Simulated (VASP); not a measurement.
Here is a VASP 6.6.1 calculation.

Contents of INCAR:

```
SYSTEM = Mg
ALGO     = Normal         ! electronic algorithm
EDIFF    = 1E-7           ! SCF threshold, eV
EDIFFG   = -0.005         ! ionic threshold
ENCUT    = 600            ! plane-wave cutoff, eV
GGA      = PE             ! functional
GGA_COMPAT= .False.      
IBRION   = 2              ! ionic algorithm
ISIF     = 3              ! what is computed and relaxed
ISMEAR   = -1             ! smearing method
LASPH    = .True.         ! aspherical terms in the spheres
LCHARG   = .False.        ! write CHGCAR
LREAL    = .False.        ! projectors in reciprocal space
LWAVE    = .False.        ! write WAVECAR
NELM     = 120            ! most SCF steps
NELMIN   = 4            
NSW      = 32             ! ionic steps
PREC     = Accurate       ! precision mode
PSTRESS  = 240.0        
SIGMA    = 0.1            ! smearing width, eV
```

The input KPOINTS:

```
k-points
0
Gamma
  12 12 12
  0 0 0
```

POSCAR

```
Mg
1.0
    0.0000000000      2.7669243166      2.7669243166
    2.7669243166      0.0000000000      2.7669243166
    2.7669243166      2.7669243166      0.0000000000
Mg
2
Direct
   -0.1250000000     -0.1250000000     -0.1250000000
    0.1250000000      0.1250000000      0.1250000000
```

Potentials or basis: VASP PAW PBE potentials, release 64 (Mg).

The run is started by

```bash
$ cat potpaw_PBE.64/Mg/POTCAR > POTCAR
$ mpirun -np 1 vasp_std > vasp.out
```

**Question.** What does it give for the relaxed cell?

**Answer.** a = 3.915 Å, b = 3.915 Å, c = 3.915 Å, α = 60.00°, β = 60.00°, γ = 60.00°.

**Question.** Estimate the relaxed volume.

**Answer.** 21.22 Å³/atom.

Step by step:
```tsv
step	energy change (eV)	largest force (eV/Å)	pressure (GPa)	volume (Å³)
1	0.0000	0.0000	24.14	42.37
2	-0.0165	0.0000	23.93	42.48
3	-0.0106	0.0000	24.00	42.44
```

Caveat: the cell is relaxed towards a set pressure, so the run minimises the enthalpy, not the energy.
